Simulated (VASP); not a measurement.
Wanted: the native input for a VASP 6.6.1 run.

| Quantity | Value |
| --- | --- |
| Task | single point |
| Functional | PBE |
| Potentials or basis | VASP PAW PBE potentials, release 64 (Si, S) |
| Cutoff | 500 eV |
| k mesh | 4 × 4 × 4 |
| Occupations | gaussian, width 0.2 eV |
| Spin | no spin polarisation |
| Dipole correction | no |
| Further INCAR settings | ALGO = Normal; EDIFF = 1e-06; NBANDS = 19 |

The structure of Si4S lies in POSCAR:

```
Si4S
1.0
    2.5940514034      1.4976762775      4.0944176493
   -2.5940514034      1.4976762775      4.0944176493
    0.0000000000     -2.9953525506      4.0944176509
Si S
4 1
Direct
    0.5000000000      0.5000000000      0.0000000000
    0.0000000000      0.5000000000      0.5000000000
    0.5000000000      0.0000000000      0.5000000000
    0.0000000000      0.0000000000      0.0000000000
    0.5000000000      0.5000000000      0.5000000000
```

These files were run (other wordings do the same):

INCAR

```
SYSTEM = Si4S
PREC     = Accurate       ! precision mode
ENCUT    = 500            ! plane-wave cutoff, eV
EDIFF    = 1E-6           ! SCF threshold, eV
ISMEAR   = 0              ! smearing method
SIGMA    = 0.2            ! smearing width, eV
LREAL    = .FALSE.        ! projectors in reciprocal space
LASPH    = .TRUE.         ! aspherical terms in the spheres
NELM     = 120            ! most SCF steps
ALGO     = Normal         ! electronic algorithm
ISIF     = 2              ! what is computed and relaxed
LWAVE    = .FALSE.        ! write WAVECAR
LCHARG   = .TRUE.         ! write CHGCAR
GGA      = PE             ! functional
LELF     = .TRUE.         ! ELF
LVHAR    = .TRUE.       
NBANDS   = 19             ! bands
GGA_COMPAT= .FALSE.
```

KPOINTS

```
regular mesh
0
G
  4 4 4
  0 0 0
```

Potentials or basis: VASP PAW PBE potentials, release 64 (Si, S).

Launch:

```bash
$ cat potpaw_PBE.64/Si/POTCAR potpaw_PBE.64/S/POTCAR > POTCAR
$ mpirun -np 1 vasp_std > vasp.out
```

It gave:

```yaml
Pressure: 0.3 GPa
Band_gap_on_the_k_mesh: zero (band 11 reaches 6.45 eV, above the bottom of band 12 at 5.55 eV)
```

Caveat: the k points lie up to 0.37 Å⁻¹ apart.

It took 26 s on 1 thread of Intel(R) Xeon(R) Platinum 8488C (Sapphire Rapids), on a shared host, peak memory 0.23 GiB.
